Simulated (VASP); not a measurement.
A run of VASP 6.6.1 is set up as follows.

The input INCAR:

```
SYSTEM = Mo
ALGO     = Fast           ! electronic algorithm
EDIFF    = 1E-7           ! SCF threshold, eV
ENCUT    = 520            ! plane-wave cutoff, eV
GGA      = CA             ! functional
ISIF     = 2              ! what is computed and relaxed
ISMEAR   = 0              ! smearing method
LASPH    = .TRUE.         ! aspherical terms in the spheres
LCHARG   = .FALSE.        ! write CHGCAR
LREAL    = .FALSE.        ! projectors in reciprocal space
LWAVE    = .FALSE.        ! write WAVECAR
NBANDS   = 13             ! bands
NELM     = 80             ! most SCF steps
PREC     = Accurate       ! precision mode
SIGMA    = 0.15           ! smearing width, eV
```

KPOINTS

```
k-points
0
G
  20 20 20
  0 0 0
```

The input POSCAR:

```
Mo
1.0
   -1.4078939316      1.8745991023      1.3845586730
    1.4078939316     -1.8745991023      1.3845586730
    1.4078939316      1.8745991023     -1.3845586730
Mo
1
Direct
    0.0000000000      0.0000000000      0.0000000000
```

Potentials or basis: VASP PAW LDA potentials, release 64 (Mo_sv).

Command:

```sh
$ cat potpaw_LDA.64/Mo_sv/POTCAR > POTCAR
$ mpirun -np 1 vasp_std > vasp.out
```

Predict the pressure.

13.8 GPa.

Predict the band gap on the k mesh.

zero (bands 7 and 8 overlap by 5.15 eV).

Stress tensor (GPa, compression positive):
```
17.40  0.00  0.00
 0.00  6.19  0.00
 0.00  0.00 17.91
```

Caveat: the cell differs from its parent crystal (strain +e along x and -e along y -0.1500, strain +e along z and -e/2 along x and y -0.1100); the cell stands under pressure.
